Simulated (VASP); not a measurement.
# WC (P-6m2) in VASP: a series of runs

WC is run at these levels: PBE; tasks: single point.

Everything below comes from runs of VASP 6.6.1. Logs are shortened: lines on timing, memory, paths and dates and some standing lists are left out, and cuts for length are marked.

## Step 1: The cell of the first run

The structure is hexagonal, space group P-6m2 (No. 187). Conventional cell: a = 2.857 Å, b = 2.857 Å, c = 2.799 Å, α = 90.00°, β = 90.00°, γ = 120.00°. Within 2.9 Å of W (site symmetry -6m2) lie 6 C at 2.16 Å and 8 W at 2.80 to 2.86 Å. C (site symmetry -6m2) has 6 W at 2.16 Å and 8 C at 2.80 to 2.86 Å within 2.9 Å.

## Step 2: Single point, PBE (9.89 Å³/atom)

Contents of INCAR:

```
SYSTEM = WC
PREC = Accurate ; ENCUT = 520
EDIFF = 1E-6 ; ISMEAR = 0
SIGMA = 0.1 ; LREAL = .FALSE.
LASPH = .TRUE. ; NELM = 80
ALGO = Normal ; ISIF = 2
LWAVE = .FALSE. ; LCHARG = .TRUE.
GGA = PE ; LELF = .TRUE.
LVHAR = .TRUE. ; NBANDS = 16
```

Contents of KPOINTS:

```
regular mesh
0
G
  18 18 14
  0 0 0
```

Contents of POSCAR:

```
WC
1.0
    2.8571161430      0.0000000000      0.0000000000
   -1.4285580715      2.4743351614      0.0000000000
    0.0000000000      0.0000000000      2.7985464777
W C
1 1
Direct
    0.0000000000      0.0000000000      0.0000000000
    0.6666666667      0.3333333333      0.5000000000
```

Potentials or basis: VASP PAW PBE potentials, release 64 (W_sv, C).

Command:

```bash
$ cat potpaw_PBE.64/W_sv/POTCAR potpaw_PBE.64/C/POTCAR > POTCAR
$ mpirun -np 1 vasp_std > vasp.out
```

OUTCAR:

```text
SYSTEM = WC
   PREC = Accurate
   ENCUT = 520
   EDIFF = 1E-6
   ISMEAR = 0
   LREAL = .FALSE.
   LASPH = .TRUE.
   NELM = 80
   ISIF = 2
   GGA = PE

 ion  position               nearest neighbor table
   1  0.000  0.000  0.000-   2 2.16   2 2.16   2 2.16   2 2.16   2 2.16   2 2.16
   2  0.667  0.333  0.500-   1 2.16   1 2.16   1 2.16   1 2.16   1 2.16   1 2.16

  LATTYP: Found a hexagonal cell.
 ALAT       =     2.8571161430
 C/A-ratio  =     0.9795004255

  Lattice vectors:

 A1 = (   2.8571161430,   0.0000000000,   0.0000000000)
 A2 = (  -1.4285580715,   2.4743351614,   0.0000000000)
 A3 = (   0.0000000000,   0.0000000000,   2.7985464777)

Analysis of symmetry for initial positions (statically):
=====================================================================
 Subroutine PRICEL returns:
 Original cell was already a primitive cell.

 Routine SETGRP: Setting up the symmetry group for a
 hexagonal supercell.

 Subroutine GETGRP returns: Found 12 space group operations
 (whereof 12 operations were pure point group operations)
 out of a pool of 24 trial point group operations.

The static configuration has the point symmetry D_3h.

Analysis of symmetry for dynamics (positions and initial velocities):
=====================================================================
 Subroutine PRICEL returns:
 Original cell was already a primitive cell.

 Routine SETGRP: Setting up the symmetry group for a
 hexagonal supercell.

 Subroutine GETGRP returns: Found 12 space group operations
 (whereof 12 operations were pure point group operations)
 out of a pool of 24 trial point group operations.

The dynamic configuration has the point symmetry D_3h.

 Subroutine INISYM returns: Found 12 space group operations
 (whereof 12 operations are pure point group operations),
 and found     1 'primitive' translations

----------------------------------------------------------------------------------------

                                     Primitive cell

  volume of cell :      19.7842

  direct lattice vectors                    reciprocal lattice vectors
     2.857116143  0.000000000  0.000000000     0.350003273  0.202074484  0.000000000
    -1.428558071  2.474335161  0.000000000     0.000000000  0.404148967  0.000000000
     0.000000000  0.000000000  2.798546478     0.000000000  0.000000000  0.357328352

  length of vectors
     2.857116143  2.857116143  2.798546478     0.404148967  0.404148967  0.357328352

  position of ions in fractional coordinates (direct lattice)
     0.000000000  0.000000000  0.000000000
     0.666666667  0.333333333  0.500000000

  ion indices of the primitive-cell ions
   primitive index   ion index
                 1           1
                 2           2

----------------------------------------------------------------------------------------

 KPOINTS: regular mesh

Automatic generation of k-mesh.
 Grid dimensions read from file:
 generate k-points for:   18   18   14

 Generating k-lattice:

  Cartesian coordinates                     Fractional coordinates (reciprocal lattice)
     0.019444626  0.011226360  0.000000000     0.055555556 -0.000000000  0.000000000
     0.000000000  0.022452720  0.000000000     0.000000000  0.055555556  0.000000000
     0.000000000  0.000000000  0.025523454     0.000000000  0.000000000  0.071428571

  Length of vectors
     0.022452720  0.022452720  0.025523454

  Shift w.r.t. Gamma in fractional coordinates (k-lattice)
     0.000000000  0.000000000  0.000000000

 Subroutine IBZKPT returns following result:
 ===========================================

 Found    296 irreducible k-points:

 Following reciprocal coordinates:
            Coordinates               Weight
  0.000000  0.000000  0.000000      1.000000
  0.055556  0.000000  0.000000      6.000000
  0.111111  0.000000  0.000000      6.000000
  0.166667 -0.000000  0.000000      6.000000
  0.222222 -0.000000  0.000000      6.000000
  0.277778 -0.000000  0.000000      6.000000
[... 16 lines left out ...]
  0.333333  0.111111  0.000000     12.000000
  0.388889  0.111111  0.000000     12.000000
 [... further k-points ...]
   k-points           NKPTS =    296   k-points in BZ     NKDIM =    296   number of bands    NBANDS=     16
   number of dos      NEDOS =    301   number of ions     NIONS =      2
   total plane-waves  NPLWV =  13824
   dimension x,y,z NGX =    24 NGY =   24 NGZ =   24
   dimension x,y,z NGXF=    48 NGYF=   48 NGZF=   48
   ions per type =               1   1
   NGX,Y,Z   is equivalent  to a cutoff of  13.96, 13.96, 14.26 a.u.
   NGXF,Y,Z  is equivalent  to a cutoff of  27.93, 27.93, 28.51 a.u.
 SYSTEM =  WC
   PREC   = accura    normal or accurate (medium, high low for compatibility)
   ISTART =      0    job   : 0-new  1-cont  2-samecut
   ICHARG =      2    charge: 1-file 2-atom 10-const
   ISPIN  =      1    spin polarized calculation?
   LNONCOLLINEAR =      F non collinear calculations
   LSORBIT =      F    spin-orbit coupling
   LASPH  =      T    aspherical Exc in radial PAW
   ENCUT  =  520.0 eV  38.22 Ry    6.18 a.u.   5.31  5.31  5.20*2*pi/ulx,y,z
   NELM   =     80;   NELMIN=  2; NELMDL= -5     # of ELM steps
   EDIFF  = 0.1E-05   stopping-criterion for ELM
   LREAL  =      F    real-space projection
   EDIFFG = 0.1E-04   stopping-criterion for IOM
   NSW    =      0    number of steps for IOM
   IBRION =     -1    ionic relax: 0-MD 1-quasi-New 2-CG
   NFREE  =      0    steps in history (QN), initial steepest desc. (CG)
   ISIF   =      2    stress and relaxation
   ISYM   =      2    0-nonsym 1-usesym 2-fastsym
   POTIM  = 0.5000    time-step for ionic-motion
   TEBEG  =    0.0;   TEEND  =   0.0 temperature during run
   PSTRESS=    0.0 pullay stress
   NELECT =      18.0000    total number of electrons
   NUPDOWN=      -1.0000    fix difference up-down
   EMIN   =  10.00;   EMAX   =-10.00  energy-range for DOS
   EFERMI =   0.00;   METHOD = LEGACY
   ISMEAR =     0;   SIGMA  =   0.10  broadening in eV -4-tet -1-fermi 0-gaus
   EFERMI_NEDOS =   21; number of points for ismear=-14 and -15
   IALGO  =     38    algorithm
   IMIX   =      4    mixing-type and parameters
     AMIX     =   0.40;   BMIX     =  1.00
     AMIX_MAG =   1.60;   BMIX_MAG =  1.00
  volume/ion in A,a.u.               =       9.89        66.76
  Fermi-wavevector in a.u.,A,eV,Ry     =   1.586327  2.997723 34.238149  2.516433
  Thomas-Fermi vector in A             =   2.685655
   LORBIT       =      0    0 simple, 1 ext, 2 COOP (PROOUT), +10 PAW based schemes
   GGA     = PE    functional components
   LHFCALC =     F    Hartree Fock is set to
   AEXX    =    0.0000 exact exchange contribution
   IVDW    =     0    specifies the selected vdW correction
   LEPSILON=     F    determine dielectric tensor
   LRPA    =     F    only Hartree local field effects (RPA)
 non-spin polarized calculation
 Gauss-broadening in eV      SIGMA  =   0.10
  energy-cutoff  :      520.00
  volume of cell :       19.78
 maximum number of plane-waves:       551
 NGX is ok and might be reduce to    24
   NGX = 11   NGY = 11   NGZ = 11

 number of electron      18.0000000 magnetization

 Free energy of the ion-electron system (eV)
  ---------------------------------------------------
  ext. energy  EPLUGINS =         0.00000000
  ---------------------------------------------------
  free energy    TOTEN  =       -22.33856944 eV

  energy without entropy =      -22.33745717  energy(sigma->0) =      -22.33801330

 E-fermi :  11.7866     XC(G=0): -14.0687

 val. band max:       11.7707216201   @ k =   0.4444  -0.0000   0.4286
 cond. band min:      11.7876824919   @ k =   0.3333   0.2222   0.0000
 fundamental gap:      0.0169608717
 Fermi energy:        11.7866297864

 k-point     1 :       0.0000    0.0000    0.0000
  band No.  band energies     occupation
      1     -62.1274      2.00000
      2     -26.1136      2.00000
      3     -25.9822      2.00000
      4     -25.9822      2.00000
      5      -3.0437      2.00000
      6       7.1775      2.00000
[... 8 lines left out ...]
     15      26.6004      0.00000
     16      28.9821      0.00000

 k-point     2 :       0.0556    0.0000    0.0000
  band No.  band energies     occupation
      1     -62.1251      2.00000
      2     -26.1095      2.00000
      3     -26.0136      2.00000
      4     -25.9892      2.00000
      5      -2.9563      2.00000
      6       7.2139      2.00000
[... 8 lines left out ...]
     15      26.3830      0.00000
     16      29.1648      0.00000

 k-point     3 :       0.1111    0.0000    0.0000
  band No.  band energies     occupation
      1     -62.1188      2.00000
      2     -26.1031      2.00000
      3     -26.0978      2.00000
      4     -26.0093      2.00000
      5      -2.7017      2.00000
      6       7.2079      2.00000
[... 8 lines left out ...]
     15      26.0241      0.00000
     16      29.6911      0.00000

 k-point     4 :       0.1667   -0.0000    0.0000
  band No.  band energies     occupation
      1     -62.1090      2.00000
      2     -26.2380      2.00000
      3     -26.0798      2.00000
      4     -26.0399      2.00000
      5      -2.3011      2.00000
      6       6.8480      2.00000
[... 8 lines left out ...]
     15      25.8217      0.00000
     16      30.5031      0.00000
[... 324 lines left out ...]
 k-point    22 :       0.2778    0.1111    0.0000
  band No.  band energies     occupation
      1     -62.0686      2.00000
      2     -26.7191      2.00000
      3     -26.2124      2.00000
      4     -26.0058      2.00000
      5      -0.4108      2.00000
      6       5.2241      2.00000
[... 8 lines left out ...]
     15      27.4507      0.00000
     16      28.9841      0.00000

 k-point    23 :       0.3333    0.1111    0.0000
  band No.  band energies     occupation
      1     -62.0593      2.00000
      2     -26.8261      2.00000
      3     -26.2507      2.00000
      4     -25.9886      2.00000
      5       0.1247      2.00000
      6       4.8913      2.00000
[... 8 lines left out ...]
     15      27.0785      0.00000
     16      29.1773      0.00000

 k-point    24 :       0.3889    0.1111    0.0000
  band No.  band energies     occupation
      1     -62.0532      2.00000
      2     -26.8951      2.00000
      3     -26.2756      2.00000
      4     -25.9773      2.00000
      5       0.5133      2.00000
      6       4.6762      2.00000
[... 8 lines left out ...]
     15      26.2165      0.00000
     16      29.9366      0.00000

 [... further k-points ...]

------------------------ aborting loop because EDIFF is reached ----------------------------------------

  FORCE on cell =-STRESS in cart. coord.  units (eV):
  Direction    XX          YY          ZZ          XY          YZ          ZX
  --------------------------------------------------------------------------------------
  -------------------------------------------------------------------------------------
  Total        3.4974020      3.4974020      3.5396636      0.0000000     -0.0000000     -0.0000000
  in kB      283.2286562    283.2286562    286.6511078      0.0000000     -0.0000000     -0.0000000
  external PRESSURE =     284.3694734 kB  Pullay stress =       0.0000000 kB

 VOLUME and BASIS-vectors are now :
 -----------------------------------------------------------------------------
  energy-cutoff  :      520.00
  volume of cell :       19.78
      direct lattice vectors                 reciprocal lattice vectors
     2.857116143  0.000000000  0.000000000     0.350003273  0.202074484  0.000000000
    -1.428558071  2.474335161  0.000000000     0.000000000  0.404148967  0.000000000
     0.000000000  0.000000000  2.798546478     0.000000000  0.000000000  0.357328352

 POSITION                                       TOTAL-FORCE (eV/Angst)
 -----------------------------------------------------------------------------------
      0.00000      0.00000      0.00000        -0.000000     -0.000000      0.000000
      1.42856      0.82478      1.39927         0.000000      0.000000      0.000000
 -----------------------------------------------------------------------------------
    total drift:                               -0.000000      0.000000      0.000000

  FREE ENERGIE OF THE ION-ELECTRON SYSTEM (eV)
  ---------------------------------------------------
  free  energy   TOTEN  =       -22.3385694357 eV

  energy  without entropy=      -22.3374571743  energy(sigma->0) =      -22.33801330
```

Run time: 57 s. Hardware: 1 thread of Intel Xeon Platinum 8259CL at 2.50GHz (Skylake/Cascade Lake), shared host; peak memory 0.21 GiB.

What came out:

| Quantity | Value |
| --- | --- |
| Free energy | -22.3386 eV |
| Pressure | 28.4 GPa |
| Band gap on the k mesh | zero (bands 9 and 10 overlap by 1.28 eV) |

Stress tensor (GPa, compression positive):
```
28.32  0.00  0.00
 0.00 28.32  0.00
 0.00  0.00 28.67
```

Levels at points of the mesh, in eV from the Fermi level:
```csv
k point,band 7,band 8,band 9,band 10,band 11,band 12
"(0.00, 0.00, 0.00)",-3.52,-3.52,0.05,3.45,3.45,5.87
"(0.50, 0.00, 0.00)",-3.88,-3.81,-0.48,2.47,4.85,5.25
"(0.00, 0.00, 0.50)",-2.12,-2.12,-0.66,-0.66,3.79,4.66
"(0.50, 0.00, 0.50)",-4.55,-4.32,0.37,4.76,5.66,7.07
```

Caveat: the cell stands under pressure; spin-orbit coupling is left out, which moves the levels of the heavy elements.

## Step 3: Single point, PBE (10.21 Å³/atom)

This run uses another cell than the first one, of 10.21 Å³/atom.

Contents of INCAR:

```
SYSTEM = WC
PREC = Accurate
ENCUT = 520
EDIFF = 1E-7
ISMEAR = 0
SIGMA = 0.1
LREAL = .FALSE.
LASPH = .TRUE.
NELM = 100
ALGO = Normal
ISIF = 2
LWAVE = .FALSE.
LCHARG = .TRUE.
GGA = PE
LELF = .TRUE.
LVHAR = .TRUE.
NBANDS = 16
```

KPOINTS is that of step 2.

Contents of POSCAR:

```
WC
1.0
    2.8896855417      0.0000000000      0.0000000000
   -1.4448427709      2.5025410881      0.0000000000
    0.0000000000      0.0000000000      2.8231309594
W C
1 1
Direct
    0.0000000000      0.0000000000      0.0000000000
    0.6666666667      0.3333333333      0.5000000000
```

Potentials or basis: VASP PAW PBE potentials, release 64 (W_sv, C).

Command:

```bash
$ cat potpaw_PBE.64/W_sv/POTCAR potpaw_PBE.64/C/POTCAR > POTCAR
$ mpirun -np 1 vasp_std > vasp.out
```

It took 61 s on 1 thread of Intel Xeon Platinum 8259CL at 2.50GHz (Skylake/Cascade Lake), shared host; peak memory 0.22 GiB.

It converged, with:

```
Free energy            : -22.4211 eV
Pressure               : 13.7 GPa
Band gap on the k mesh : zero (bands 9 and 10 overlap by 1.23 eV)
```

Stress tensor (GPa, compression positive):
```
13.58  0.00  0.00
 0.00 13.58  0.00
 0.00  0.00 13.90
```

Levels at points of the mesh, in eV from the Fermi level:
| k point | band 6 | band 7 | band 8 | band 9 | band 10 | band 11 | band 12 | band 13 |
| --- | --- | --- | --- | --- | --- | --- | --- | --- |
| (0.00, 0.00, 0.00) | -4.41 | -3.39 | -3.39 | 0.08 | 3.31 | 3.31 | 5.72 | 5.72 |
| (0.50, 0.00, 0.00) | -7.10 | -3.70 | -3.65 | -0.47 | 2.40 | 4.64 | 5.01 | 6.96 |
| (0.00, 0.00, 0.50) | -8.76 | -2.04 | -2.04 | -0.60 | -0.60 | 3.72 | 4.58 | 4.58 |
| (0.50, 0.00, 0.50) | -6.56 | -4.39 | -4.23 | 0.31 | 4.55 | 5.43 | 6.79 | 9.36 |

Caveat: the cell stands under pressure; spin-orbit coupling is left out, which moves the levels of the heavy elements.

The gap in the log of VASP goes by the Fermi energy; the results here count the filled bands.